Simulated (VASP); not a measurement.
Input of a VASP 6.6.1 run:

File POSCAR:

```
BeTe
1.0
    0.0000000000      2.8321709871      2.8321709871
    2.8321709871      0.0000000000      2.8321709871
    2.8321709871      2.8321709871      0.0000000000
Be Te
1 1
Direct
    0.0000000000      0.0000000000      0.0000000000
    0.2500000000      0.2500000000      0.2500000000
```

The input INCAR.step1:

```
SYSTEM = BeTe
  PREC = Accurate
  ENCUT = 520
  EDIFF = 1E-5
  ISMEAR = 0
  SIGMA = 0.01
  LREAL = .FALSE.
  LASPH = .TRUE.
  NELM = 120
  ALGO = Normal
  ISIF = 2
  LWAVE = .TRUE.
  LCHARG = .FALSE.
  GGA = PE
  NBANDS = 11
  GGA_COMPAT = .FALSE.
```

Contents of INCAR.step2:

```
SYSTEM = BeTe
  PREC = Accurate
  ENCUT = 520
  EDIFF = 1E-6
  ISMEAR = 0
  SIGMA = 0.01
  LREAL = .FALSE.
  LASPH = .TRUE.
  NELM = 120
  ALGO = Normal
  ISIF = 2
  LWAVE = .FALSE.
  LCHARG = .FALSE.
  GGA = PE
  LHFCALC = .TRUE.
  HFSCREEN = 0.2079
  PRECFOCK = Normal
  ISTART = 1
  NBANDS = 11
  GGA_COMPAT = .FALSE.
```

File KPOINTS:

```
Automatic mesh
0
G
  6 6 6
  0 0 0
```

Potentials or basis: VASP PAW PBE potentials, release 64 (Be, Te).

Command:

```sh
$ cat potpaw_PBE.64/Be/POTCAR potpaw_PBE.64/Te/POTCAR > POTCAR
$ cp INCAR.step1 INCAR
$ mpirun -np 1 vasp_std > vasp.out
$ cp INCAR.step2 INCAR
$ mpirun -np 1 vasp_std > vasp.out
```

Problem. What does it give for the pressure?

Solution. -1.2 GPa.

Problem. What does it give for the band gap on the k mesh?

Solution. 2.68 eV (least direct gap 4.46 eV).

Caveat: the PAW data sets were made with another functional, which shifts forces and pressure a little; spin-orbit coupling is left out, which moves the levels of the heavy elements. A k mesh can miss the band edges.
